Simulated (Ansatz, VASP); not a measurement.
**Pt: VASP beside Ansatz**

```xyz
2
Lattice="2.7607 0.0000 0.0000 -1.3803 2.3908 0.0000 0.0000 0.0000 4.7921" Properties=species:S:1:pos:R:3 pbc="T T T"
Pt    0.0000    1.5939    1.1980
Pt    1.3803    0.7969    3.5941
```

Alike in both runs: task electric field gradients; functional PBE; k mesh 11 × 11 × 6; occupations fermi-dirac, width 0.01 eV; non-collinear spin, spin-orbit coupling.

|  | VASP | Ansatz |
| --- | --- | --- |
| version | VASP 6.6.1 | Ansatz 0.2.0 |
| potentials or method | VASP PAW PBE potentials, release 64 (Pt_sv_GW) | Ansatz PAW |
| plane-wave cutoff (eV) | 430 | 420 |
| valence electrons in the cell | 36 | 36 |

Ansatz gave:

| Quantity | Value |
| --- | --- |
| net moment per atom (μB) | 0.00 |
| size of Vzz on the site where it differs most (V/Å²) | 62.5 |

Problem. What did VASP give for the same quantities?

Solution. net moment per atom (μB): 0.00; size of Vzz on the site where it differs most (V/Å²): 22.4.
